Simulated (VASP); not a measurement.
# Zn (Fd-3m) in VASP: a series of runs

Runs on Zn. Level: PBE. Tasks: single point.

Program: VASP 6.6.1. These are calculated values, not measurements. Logs are shortened: lines on timing, memory, paths and dates and some standing lists are left out, and cuts for length are marked.

### Step 1. The cell of the first run

It takes space group Fd-3m (No. 227, cubic). The conventional cell has a = 5.830 Å, b = 5.830 Å, c = 5.830 Å, α = 90.00°, β = 90.00°, γ = 90.00°. Zn (site symmetry -43m) has 4 Zn at 2.52 Å within 3.3 Å.

### Step 2. Single point, PBE

Input file INCAR:

```
SYSTEM = Zn
ALGO = Normal
EDIFF = 1E-7
ENCUT = 520
GGA = PE
ISIF = 2
ISMEAR = -1
LASPH = .TRUE.
LCHARG = .TRUE.
LELF = .TRUE.
LREAL = .FALSE.
LVHAR = .TRUE.
LWAVE = .FALSE.
NBANDS = 19
NELM = 60
PREC = Accurate
SIGMA = 0.05
```

Input file KPOINTS:

```
k-points
0
G
  12 12 12
  0 0 0
```

Input file POSCAR:

```
Zn
1.0
    0.0000000000      2.9151411625      2.9151411625
    2.9151411625      0.0000000000      2.9151411625
    2.9151411625      2.9151411625      0.0000000000
Zn
2
Direct
   -0.1250000000     -0.1250000000     -0.1250000000
    0.1250000000      0.1250000000      0.1250000000
```

Potentials or basis: VASP PAW PBE potentials, release 64 (Zn).

On the command line:

```console
$ cat potpaw_PBE.64/Zn/POTCAR > POTCAR
$ mpirun -np 1 vasp_std > vasp.out
```

OUTCAR:

```text
SYSTEM = Zn
   EDIFF = 1E-7
   ENCUT = 520
   GGA = PE
   ISIF = 2
   ISMEAR = -1
   LASPH = .TRUE.
   LREAL = .FALSE.
   NELM = 60
   PREC = Accurate

 ion  position               nearest neighbor table
   1  0.875  0.875  0.875-   2 2.52   2 2.52   2 2.52   2 2.52
   2  0.125  0.125  0.125-   1 2.52   1 2.52   1 2.52   1 2.52

  LATTYP: Found a face centered cubic cell.
 ALAT       =     5.8302823250

  Lattice vectors:

 A1 = (   0.0000000000,   2.9151411625,   2.9151411625)
 A2 = (   2.9151411625,   0.0000000000,   2.9151411625)
 A3 = (   2.9151411625,   2.9151411625,   0.0000000000)

Analysis of symmetry for initial positions (statically):
=====================================================================
 Subroutine PRICEL returns:
 Original cell was already a primitive cell.

 Routine SETGRP: Setting up the symmetry group for a
 face centered cubic supercell.

 Subroutine GETGRP returns: Found 48 space group operations
 (whereof 12 operations were pure point group operations)
 out of a pool of 48 trial point group operations.

The static configuration has the point symmetry D_3d.
 The point group associated with its full space group is O_h .

Analysis of symmetry for dynamics (positions and initial velocities):
=====================================================================
 Subroutine PRICEL returns:
 Original cell was already a primitive cell.

 Routine SETGRP: Setting up the symmetry group for a
 face centered cubic supercell.

 Subroutine GETGRP returns: Found 48 space group operations
 (whereof 12 operations were pure point group operations)
 out of a pool of 48 trial point group operations.

The dynamic configuration has the point symmetry D_3d.
 The point group associated with its full space group is O_h .

 Subroutine INISYM returns: Found 48 space group operations
 (whereof 12 operations are pure point group operations),
 and found     1 'primitive' translations

----------------------------------------------------------------------------------------

                                     Primitive cell

  volume of cell :      49.5460

  direct lattice vectors                    reciprocal lattice vectors
     0.000000000  2.915141162  2.915141162    -0.171518281  0.171518281  0.171518281
     2.915141162  0.000000000  2.915141162     0.171518281 -0.171518281  0.171518281
     2.915141162  2.915141162  0.000000000     0.171518281  0.171518281 -0.171518281
[... 80 lines left out ...]
   LSORBIT =      F    spin-orbit coupling
   LASPH  =      T    aspherical Exc in radial PAW
   ENCUT  =  520.0 eV  38.22 Ry    6.18 a.u.   7.67  7.67  7.67*2*pi/ulx,y,z
   NELM   =     60;   NELMIN=  2; NELMDL= -5     # of ELM steps
   EDIFF  = 0.1E-06   stopping-criterion for ELM
   LREAL  =      F    real-space projection
   EDIFFG = 0.1E-05   stopping-criterion for IOM
   NSW    =      0    number of steps for IOM
   IBRION =     -1    ionic relax: 0-MD 1-quasi-New 2-CG
   NFREE  =      0    steps in history (QN), initial steepest desc. (CG)
   ISIF   =      2    stress and relaxation
   ISYM   =      2    0-nonsym 1-usesym 2-fastsym
   POTIM  = 0.5000    time-step for ionic-motion
   TEBEG  =    0.0;   TEEND  =   0.0 temperature during run
   PSTRESS=    0.0 pullay stress
   NELECT =      24.0000    total number of electrons
   NUPDOWN=      -1.0000    fix difference up-down
   EMIN   =  10.00;   EMAX   =-10.00  energy-range for DOS
   EFERMI =   0.00;   METHOD = LEGACY
   ISMEAR =    -1;   SIGMA  =   0.05  broadening in eV -4-tet -1-fermi 0-gaus
   EFERMI_NEDOS =   21; number of points for ismear=-14 and -15
   IALGO  =     38    algorithm
   IMIX   =      4    mixing-type and parameters
     AMIX     =   0.40;   BMIX     =  1.00
     AMIX_MAG =   1.60;   BMIX_MAG =  1.00
  volume/ion in A,a.u.               =      24.77       167.18
  Fermi-wavevector in a.u.,A,eV,Ry     =   1.285708  2.429636 22.491041  1.653045
  Thomas-Fermi vector in A             =   2.417826
   LORBIT       =      0    0 simple, 1 ext, 2 COOP (PROOUT), +10 PAW based schemes
   GGA     = PE    functional components
   LHFCALC =     F    Hartree Fock is set to
   AEXX    =    0.0000 exact exchange contribution
   IVDW    =     0    specifies the selected vdW correction
   LEPSILON=     F    determine dielectric tensor
   LRPA    =     F    only Hartree local field effects (RPA)
 non-spin polarized calculation
  energy-cutoff  :      520.00
  volume of cell :       49.55
 maximum number of plane-waves:      1363
   NGX = 15   NGY = 15   NGZ = 15

 number of electron      24.0000007 magnetization

 Free energy of the ion-electron system (eV)
  ---------------------------------------------------
  ext. energy  EPLUGINS =         0.00000000
  ---------------------------------------------------
  free energy    TOTEN  =        -1.28173228 eV

  energy without entropy =       -1.27098199  energy(sigma->0) =       -1.27635714

 E-fermi :   0.2728     XC(G=0):  -8.9278

 val. band max:        0.2694499966   @ k =  -0.2500   0.0833   0.0000
 cond. band min:       0.2930737670   @ k =  -0.4167   0.3333   0.1667
 fundamental gap:      0.0236237704
 Fermi energy:         0.2727724120

 k-point     1 :       0.0000    0.0000    0.0000
  band No.  band energies     occupation
      1      -7.2455      2.00000
      2      -7.2455      2.00000
      3      -7.2455      2.00000
      4      -7.2440      2.00000
      5      -7.2060      2.00000
      6      -7.2060      2.00000
[... 505 lines left out ...]
      6      -6.9737      2.00000
[... 11 lines left out ...]
     18      11.2996      0.00000
     19      12.3715      0.00000

 [... further k-points ...]

------------------------ aborting loop because EDIFF is reached ----------------------------------------

  FORCE on cell =-STRESS in cart. coord.  units (eV):
  Direction    XX          YY          ZZ          XY          YZ          ZX
  --------------------------------------------------------------------------------------
  -------------------------------------------------------------------------------------
  Total        0.0494258      0.0494258      0.0494258      0.0000000      0.0000000     -0.0000000
  in kB        1.5982907      1.5982907      1.5982907      0.0000000      0.0000000     -0.0000000
  external PRESSURE =       1.5982907 kB  Pullay stress =       0.0000000 kB

 VOLUME and BASIS-vectors are now :
 -----------------------------------------------------------------------------
  energy-cutoff  :      520.00
  volume of cell :       49.55
      direct lattice vectors                 reciprocal lattice vectors
     0.000000000  2.915141162  2.915141162    -0.171518281  0.171518281  0.171518281
     2.915141162  0.000000000  2.915141162     0.171518281 -0.171518281  0.171518281
     2.915141162  2.915141162  0.000000000     0.171518281  0.171518281 -0.171518281

 POSITION                                       TOTAL-FORCE (eV/Angst)
 -----------------------------------------------------------------------------------
      5.10150      5.10150      5.10150        -0.000000     -0.000000     -0.000000
      0.72879      0.72879      0.72879         0.000000      0.000000      0.000000
 -----------------------------------------------------------------------------------
    total drift:                                0.000000      0.000000     -0.000000

  FREE ENERGIE OF THE ION-ELECTRON SYSTEM (eV)
  ---------------------------------------------------
  free  energy   TOTEN  =        -1.2817322829 eV

  energy  without entropy=       -1.2709819946  energy(sigma->0) =       -1.27635714
```

stdout:

```text
POSCAR found type information on POSCAR Zn
 POSCAR found :  1 types and       2 ions
 scaLAPACK will be used
 LDA part: xc-table for (Slater+PW92), standard interpolation
 POSCAR, INCAR and KPOINTS ok, starting setup
 FFT: planning ... GRIDC
 FFT: planning ... GRID_SOFT
 FFT: planning ... GRID
 WAVECAR not read
 entering main loop
```

Run time: 40 s. Hardware: 1 thread of Intel Xeon 6975P-C, shared host; peak memory 0.2 GiB.

What came out:

```yaml
Free_energy: -1.2817 eV
Pressure: 0.2 GPa
Band_gap_on_the_k_mesh: zero (band 12 reaches 5.44 eV, above the bottom of band 13 at -0.38 eV)
```

### Step 3. Single point, PBE (volume scaled by 0.4)

Input file INCAR:

```
SYSTEM = Zn
PREC = Accurate
ENCUT = 520
EDIFF = 1E-6
ISMEAR = -1
SIGMA = 0.05
LREAL = .FALSE.
LASPH = .TRUE.
NELM = 60
ALGO = Normal
ISIF = 2
LWAVE = .FALSE.
LCHARG = .FALSE.
GGA = PE
NBANDS = 19
```

Input file KPOINTS:

```
Automatic mesh
0
G
  12 12 12
  0 0 0
```

Input file POSCAR:

```
Zn
1.0
    0.0000000000      2.1478943731      2.1478943731
    2.1478943731      0.0000000000      2.1478943731
    2.1478943731      2.1478943731      0.0000000000
Zn
2
Direct
   -0.1250000000     -0.1250000000     -0.1250000000
    0.1250000000      0.1250000000      0.1250000000
```

Potentials or basis: VASP PAW PBE potentials, release 64 (Zn).

On the command line:

```console
$ cat potpaw_PBE.64/Zn/POTCAR > POTCAR
$ mpirun -np 1 vasp_std > vasp.out
```

OUTCAR:

```text
SYSTEM = Zn
   PREC = Accurate
   ENCUT = 520
   EDIFF = 1E-6
   ISMEAR = -1
   LREAL = .FALSE.
   LASPH = .TRUE.
   NELM = 60
   ISIF = 2
   GGA = PE

 ion  position               nearest neighbor table
   1  0.875  0.875  0.875-   2 1.86   2 1.86   2 1.86   2 1.86
   2  0.125  0.125  0.125-   1 1.86   1 1.86   1 1.86   1 1.86

  LATTYP: Found a face centered cubic cell.
 ALAT       =     4.2957887462

  Lattice vectors:

 A1 = (   0.0000000000,   2.1478943731,   2.1478943731)
[... 190 lines left out ...]
      4      -4.6472      2.00000
      5      -4.6472      2.00000
      6      -4.6472      2.00000
[... 505 lines left out ...]
      6      -3.9531      2.00000
[... 11 lines left out ...]
     18      26.1837      0.00000
     19      28.4095      0.00000

 [... further k-points ...]
[... 5 lines left out ...]
  --------------------------------------------------------------------------------------
  -------------------------------------------------------------------------------------
  Total       29.5116661     29.5116661     29.5116661      0.0000000      0.0000000     -0.0000000
  in kB     2385.8083528   2385.8083528   2385.8083528      0.0000000      0.0000000     -0.0000000
  external PRESSURE =    2385.8083528 kB  Pullay stress =       0.0000000 kB

 VOLUME and BASIS-vectors are now :
 -----------------------------------------------------------------------------
  energy-cutoff  :      520.00
  volume of cell :       19.82
      direct lattice vectors                 reciprocal lattice vectors
     0.000000000  2.147894373  2.147894373    -0.232786121  0.232786121  0.232786121
     2.147894373  0.000000000  2.147894373     0.232786121 -0.232786121  0.232786121
     2.147894373  2.147894373  0.000000000     0.232786121  0.232786121 -0.232786121

 POSITION                                       TOTAL-FORCE (eV/Angst)
 -----------------------------------------------------------------------------------
      3.75882      3.75882      3.75882         0.000000     -0.000000     -0.000000
      0.53697      0.53697      0.53697        -0.000000      0.000000      0.000000
 -----------------------------------------------------------------------------------
    total drift:                                0.000000      0.000000      0.000000

  FREE ENERGIE OF THE ION-ELECTRON SYSTEM (eV)
  ---------------------------------------------------
  free  energy   TOTEN  =         7.8868369648 eV

  energy  without entropy=        7.8919738327  energy(sigma->0) =        7.88940540
```

Wall time 12 s (1 thread of AMD EPYC 9R45 (Zen 5), shared host); peak memory 0.12 GiB.

What came out:

| Property | Result |
| --- | --- |
| Free energy | 7.8868 eV |
| Pressure | 238.6 GPa |
| Band gap on the k mesh | zero (band 12 reaches 18.33 eV, above the bottom of band 13 at 4.06 eV) |

### Step 4. Single point, PBE (volume scaled by 0.4)

Input file INCAR:

```
PREC     = Accurate       # precision mode
ENCUT    = 520            # plane-wave cutoff, eV
EDIFF    = 1E-7           # SCF threshold, eV
ISMEAR   = -1             # smearing method
SIGMA    = 0.05           # smearing width, eV
LREAL    = F              # projectors in reciprocal space
LASPH    = T              # aspherical terms in the spheres
NELM     = 60             # most SCF steps
ALGO     = Normal         # electronic algorithm
ISIF     = 2              # what is computed and relaxed
LWAVE    = F              # write WAVECAR
LCHARG   = F              # write CHGCAR
GGA      = PE             # functional
NBANDS   = 19             # bands
```

Input file KPOINTS:

```
Automatic mesh
0
Gamma
  12 12 12
```

POSCAR is that of step 3.

On the command line:

```console
$ cat potpaw_PBE.64/Zn/POTCAR > POTCAR
$ mpirun -np 1 vasp_std > vasp.out
```

Run time: 13 s. Hardware: 1 thread of AMD EPYC 9R45 (Zen 5), shared host; peak memory 0.12 GiB.

It converged, with:

```
Free energy            : 7.8868 eV
Pressure               : 238.6 GPa
Band gap on the k mesh : zero (band 12 reaches 18.33 eV, above the bottom of band 13 at 4.06 eV)
```

Levels at points of the mesh, in eV from the Fermi level:
```tsv
k point	band 10	band 11	band 12	band 13	band 14	band 15
(0.00, 0.00, 0.00)	-8.04	-8.04	11.41	11.41	11.41	11.78
(0.50, 0.00, 0.00)	-8.22	-7.41	-5.31	6.99	6.99	11.54
(0.50, 0.50, 0.00)	-8.04	-4.16	-4.16	1.02	1.02	7.72
```
